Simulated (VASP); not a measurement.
# ZnS (F-43m) in VASP: single point with LDA

Aim: the single point of ZnS with LDA.

Program: VASP 6.6.1. These are calculated values, not measurements. Logs are shortened: lines on timing, memory, paths and dates and some standing lists are left out, and cuts for length are marked.

### 1 The cell of the first run

Symmetry: F-43m, No. 216, cubic system. Conventional cell: a = 5.297 Å, b = 5.297 Å, c = 5.297 Å, α = 90.00°, β = 90.00°, γ = 90.00°. Within 3.0 Å of Zn (site symmetry -43m) lie 4 S at 2.29 Å. Within 3.0 Å of S (site symmetry -43m) lie 4 Zn at 2.29 Å.

### 2 Single point, LDA

File INCAR:

```
ALGO     = Normal         # electronic algorithm
EDIFF    = 1E-6           # SCF threshold, eV
ENCUT    = 500            # plane-wave cutoff, eV
GGA_COMPAT= False        
ISIF     = 2              # what is computed and relaxed
ISMEAR   = 0              # smearing method
LASPH    = True           # aspherical terms in the spheres
LCHARG   = False          # write CHGCAR
LREAL    = False          # projectors in reciprocal space
LWAVE    = False          # write WAVECAR
NBANDS   = 16             # bands
NELM     = 120            # most SCF steps
PREC     = Accurate       # precision mode
SIGMA    = 0.02           # smearing width, eV
```

File KPOINTS:

```
k-points
0
Gamma
  10 10 10
```

File POSCAR:

```
ZnS
1.0
    0.0000000000      2.6483452349      2.6483452349
    2.6483452349      0.0000000000      2.6483452349
    2.6483452349      2.6483452349      0.0000000000
Zn S
1 1
Direct
    0.0000000000      0.0000000000      0.0000000000
    0.2500000000      0.2500000000      0.2500000000
```

Potentials or basis: VASP PAW LDA potentials, release 64 (Zn, S).

Command:

```bash
> cat potpaw_LDA.64/Zn/POTCAR potpaw_LDA.64/S/POTCAR > POTCAR
> mpirun -np 1 vasp_std > vasp.out
```

OUTCAR:

```text
EDIFF = 1E-6
   ENCUT = 500
   ISIF = 2
   ISMEAR = 0
   LASPH = True
   LREAL = False
   NELM = 120
   PREC = Accurate

 ion  position               nearest neighbor table
   1  0.000  0.000  0.000-   2 2.29   2 2.29   2 2.29   2 2.29
   2  0.250  0.250  0.250-   1 2.29   1 2.29   1 2.29   1 2.29

  LATTYP: Found a face centered cubic cell.
 ALAT       =     5.2966904698

  Lattice vectors:

 A1 = (   0.0000000000,   2.6483452349,   2.6483452349)
 A2 = (   2.6483452349,   0.0000000000,   2.6483452349)
 A3 = (   2.6483452349,   2.6483452349,   0.0000000000)

Analysis of symmetry for initial positions (statically):
=====================================================================
 Subroutine PRICEL returns:
 Original cell was already a primitive cell.

 Routine SETGRP: Setting up the symmetry group for a
 face centered cubic supercell.

 Subroutine GETGRP returns: Found 24 space group operations
 (whereof 24 operations were pure point group operations)
 out of a pool of 48 trial point group operations.

The static configuration has the point symmetry T_d .

Analysis of symmetry for dynamics (positions and initial velocities):
=====================================================================
 Subroutine PRICEL returns:
 Original cell was already a primitive cell.

 Routine SETGRP: Setting up the symmetry group for a
 face centered cubic supercell.

 Subroutine GETGRP returns: Found 24 space group operations
 (whereof 24 operations were pure point group operations)
 out of a pool of 48 trial point group operations.

The dynamic configuration has the point symmetry T_d .

 Subroutine INISYM returns: Found 24 space group operations
 (whereof 24 operations are pure point group operations),
 and found     1 'primitive' translations

----------------------------------------------------------------------------------------

                                     Primitive cell

  volume of cell :      37.1496

  direct lattice vectors                    reciprocal lattice vectors
     0.000000000  2.648345235  2.648345235    -0.188797138  0.188797138  0.188797138
     2.648345235  0.000000000  2.648345235     0.188797138 -0.188797138  0.188797138
     2.648345235  2.648345235  0.000000000     0.188797138  0.188797138 -0.188797138

  length of vectors
     3.745325749  3.745325749  3.745325749     0.327006235  0.327006235  0.327006235

  position of ions in fractional coordinates (direct lattice)
     0.000000000  0.000000000  0.000000000
     0.250000000  0.250000000  0.250000000

  ion indices of the primitive-cell ions
   primitive index   ion index
                 1           1
                 2           2

----------------------------------------------------------------------------------------

 KPOINTS: k-points

Automatic generation of k-mesh.
 Grid dimensions read from file:
 generate k-points for:   10   10   10

 Generating k-lattice:

  Cartesian coordinates                     Fractional coordinates (reciprocal lattice)
    -0.018879714  0.018879714  0.018879714     0.100000000  0.000000000  0.000000000
     0.018879714 -0.018879714  0.018879714     0.000000000  0.100000000  0.000000000
     0.018879714  0.018879714 -0.018879714     0.000000000  0.000000000  0.100000000

  Length of vectors
     0.032700623  0.032700623  0.032700623

  Shift w.r.t. Gamma in fractional coordinates (k-lattice)
     0.000000000  0.000000000  0.000000000

 Subroutine IBZKPT returns following result:
 ===========================================

 Found     47 irreducible k-points:

 Following reciprocal coordinates:
            Coordinates               Weight
  0.000000  0.000000  0.000000      1.000000
  0.100000  0.000000  0.000000      8.000000
  0.200000  0.000000  0.000000      8.000000
  0.300000  0.000000  0.000000      8.000000
  0.400000  0.000000  0.000000      8.000000
  0.500000  0.000000  0.000000      4.000000
[... 16 lines left out ...]
  0.300000  0.300000  0.000000      6.000000
  0.400000  0.300000  0.000000     24.000000
 [... further k-points ...]
   k-points           NKPTS =     47   k-points in BZ     NKDIM =     47   number of bands    NBANDS=     16
   number of dos      NEDOS =    301   number of ions     NIONS =      2
   total plane-waves  NPLWV =  21952
   dimension x,y,z NGX =    28 NGY =   28 NGZ =   28
   dimension x,y,z NGXF=    56 NGYF=   56 NGZF=   56
   ions per type =               1   1
   NGX,Y,Z   is equivalent  to a cutoff of  12.43, 12.43, 12.43 a.u.
   NGXF,Y,Z  is equivalent  to a cutoff of  24.86, 24.86, 24.86 a.u.
 SYSTEM =  unknown system
   PREC   = accura    normal or accurate (medium, high low for compatibility)
   ISTART =      0    job   : 0-new  1-cont  2-samecut
   ICHARG =      2    charge: 1-file 2-atom 10-const
   ISPIN  =      1    spin polarized calculation?
   LNONCOLLINEAR =      F non collinear calculations
   LSORBIT =      F    spin-orbit coupling
   LASPH  =      T    aspherical Exc in radial PAW
   ENCUT  =  500.0 eV  36.75 Ry    6.06 a.u.   6.83  6.83  6.83*2*pi/ulx,y,z
   NELM   =    120;   NELMIN=  2; NELMDL= -5     # of ELM steps
   EDIFF  = 0.1E-05   stopping-criterion for ELM
   LREAL  =      F    real-space projection
   EDIFFG = 0.1E-04   stopping-criterion for IOM
   NSW    =      0    number of steps for IOM
   IBRION =     -1    ionic relax: 0-MD 1-quasi-New 2-CG
   NFREE  =      0    steps in history (QN), initial steepest desc. (CG)
   ISIF   =      2    stress and relaxation
   ISYM   =      2    0-nonsym 1-usesym 2-fastsym
   POTIM  = 0.5000    time-step for ionic-motion
   TEBEG  =    0.0;   TEEND  =   0.0 temperature during run
   PSTRESS=    0.0 pullay stress
   NELECT =      18.0000    total number of electrons
   NUPDOWN=      -1.0000    fix difference up-down
   EMIN   =  10.00;   EMAX   =-10.00  energy-range for DOS
   EFERMI =   0.00;   METHOD = LEGACY
   ISMEAR =     0;   SIGMA  =   0.02  broadening in eV -4-tet -1-fermi 0-gaus
   EFERMI_NEDOS =   21; number of points for ismear=-14 and -15
   IALGO  =     38    algorithm
   IMIX   =      4    mixing-type and parameters
     AMIX     =   0.40;   BMIX     =  1.00
     AMIX_MAG =   1.60;   BMIX_MAG =  1.00
  volume/ion in A,a.u.               =      18.57       125.35
  Fermi-wavevector in a.u.,A,eV,Ry     =   1.285823  2.429852 22.495055  1.653340
  Thomas-Fermi vector in A             =   2.417934
   LORBIT       =      0    0 simple, 1 ext, 2 COOP (PROOUT), +10 PAW based schemes
   GGA     = CA    functional components
   LHFCALC =     F    Hartree Fock is set to
   AEXX    =    0.0000 exact exchange contribution
   IVDW    =     0    specifies the selected vdW correction
   LEPSILON=     F    determine dielectric tensor
   LRPA    =     F    only Hartree local field effects (RPA)
 non-spin polarized calculation
 Gauss-broadening in eV      SIGMA  =   0.02
  energy-cutoff  :      500.00
  volume of cell :       37.15
 maximum number of plane-waves:       960
   NGX = 13   NGY = 13   NGZ = 13

 number of electron      18.0000014 magnetization

 Free energy of the ion-electron system (eV)
  ---------------------------------------------------
  ext. energy  EPLUGINS =         0.00000000
  ---------------------------------------------------
  free energy    TOTEN  =        -8.20775454 eV

  energy without entropy =       -8.20775454  energy(sigma->0) =       -8.20775454

 E-fermi :   2.6425     XC(G=0): -10.3167

 val. band max:        2.5139703792   @ k =   0.0000   0.0000   0.0000
 cond. band min:       4.6744732960   @ k =   0.0000   0.0000   0.0000
 fundamental gap:      2.1605029168
 Fermi energy:         2.6425451150

 k-point     1 :       0.0000    0.0000    0.0000
  band No.  band energies     occupation
      1     -11.0341      2.00000
      2      -4.2429      2.00000
      3      -4.2429      2.00000
      4      -4.2429      2.00000
      5      -3.6896      2.00000
      6      -3.6896      2.00000
[... 8 lines left out ...]
     15      14.3402      0.00000
     16      14.3740      0.00000

 k-point     2 :       0.1000    0.0000    0.0000
  band No.  band energies     occupation
      1     -10.9486      2.00000
      2      -4.2462      2.00000
      3      -4.2275      2.00000
      4      -4.2275      2.00000
      5      -3.6912      2.00000
      6      -3.6912      2.00000
[... 8 lines left out ...]
     15      13.8388      0.00000
     16      14.9747      0.00000

 k-point     3 :       0.2000    0.0000    0.0000
  band No.  band energies     occupation
      1     -10.7116      2.00000
      2      -4.2363      2.00000
      3      -4.1896      2.00000
      4      -4.1896      2.00000
      5      -3.6916      2.00000
      6      -3.6916      2.00000
[... 8 lines left out ...]
     15      13.3800      0.00000
     16      14.9254      0.00000

 k-point     4 :       0.3000    0.0000    0.0000
  band No.  band energies     occupation
      1     -10.3863      2.00000
      2      -4.1547      2.00000
      3      -4.1495      2.00000
      4      -4.1495      2.00000
      5      -3.6821      2.00000
      6      -3.6821      2.00000
[... 8 lines left out ...]
     15      13.7768      0.00000
     16      14.3421      0.00000
[... 324 lines left out ...]
 k-point    22 :      -0.2000    0.2000    0.0000
  band No.  band energies     occupation
      1     -10.2763      2.00000
      2      -4.1533      2.00000
      3      -4.1209      2.00000
      4      -4.1166      2.00000
      5      -3.7161      2.00000
      6      -3.6462      2.00000
[... 8 lines left out ...]
     15      15.5107      0.00000
     16      17.2175      0.00000

 k-point    23 :       0.3000    0.3000    0.0000
  band No.  band energies     occupation
      1     -10.1685      2.00000
      2      -4.3277      2.00000
      3      -4.0204      2.00000
      4      -4.0204      2.00000
      5      -3.7300      2.00000
      6      -3.6322      2.00000
[... 8 lines left out ...]
     15      15.4429      0.00000
     16      19.4177      0.00000

 k-point    24 :       0.4000    0.3000    0.0000
  band No.  band energies     occupation
      1      -9.9338      2.00000
      2      -4.2954      2.00000
      3      -3.9700      2.00000
      4      -3.9627      2.00000
      5      -3.6681      2.00000
      6      -3.6233      2.00000
[... 8 lines left out ...]
     15      16.0175      0.00000
     16      18.6399      0.00000

 [... further k-points ...]

------------------------ aborting loop because EDIFF is reached ----------------------------------------

  FORCE on cell =-STRESS in cart. coord.  units (eV):
  Direction    XX          YY          ZZ          XY          YZ          ZX
  --------------------------------------------------------------------------------------
  -------------------------------------------------------------------------------------
  Total        0.0530238      0.0530238      0.0530238      0.0000000      0.0000000      0.0000000
  in kB        2.2867968      2.2867968      2.2867968      0.0000000      0.0000000      0.0000000
  external PRESSURE =       2.2867968 kB  Pullay stress =       0.0000000 kB

 VOLUME and BASIS-vectors are now :
 -----------------------------------------------------------------------------
  energy-cutoff  :      500.00
  volume of cell :       37.15
      direct lattice vectors                 reciprocal lattice vectors
     0.000000000  2.648345235  2.648345235    -0.188797138  0.188797138  0.188797138
     2.648345235  0.000000000  2.648345235     0.188797138 -0.188797138  0.188797138
     2.648345235  2.648345235  0.000000000     0.188797138  0.188797138 -0.188797138

 POSITION                                       TOTAL-FORCE (eV/Angst)
 -----------------------------------------------------------------------------------
      0.00000      0.00000      0.00000         0.000000     -0.000000      0.000000
      1.32417      1.32417      1.32417        -0.000000      0.000000     -0.000000
 -----------------------------------------------------------------------------------
    total drift:                                0.000001      0.000001      0.000001

  FREE ENERGIE OF THE ION-ELECTRON SYSTEM (eV)
  ---------------------------------------------------
  free  energy   TOTEN  =        -8.2077545375 eV

  energy  without entropy=       -8.2077545375  energy(sigma->0) =       -8.20775454
```

Run time: 29 s. Hardware: 1 thread of AMD EPYC 7R43 (Zen 3), shared host; peak memory 0.12 GiB.

Results:

```
Free energy            : -8.2078 eV
Pressure               : 0.2 GPa
Band gap on the k mesh : 2.16 eV
```

Levels at points of the mesh, in eV from the valence-band top:
```tsv
k point	band 7	band 8	band 9	band 10	band 11	band 12
(0.00, 0.00, 0.00)	0.00	0.00	0.00	2.16	6.21	6.21
(0.50, 0.00, 0.00)	-5.78	-0.97	-0.97	3.23	6.76	6.76
(0.50, 0.50, 0.00)	-4.91	-2.47	-2.47	3.06	3.89	11.16
```
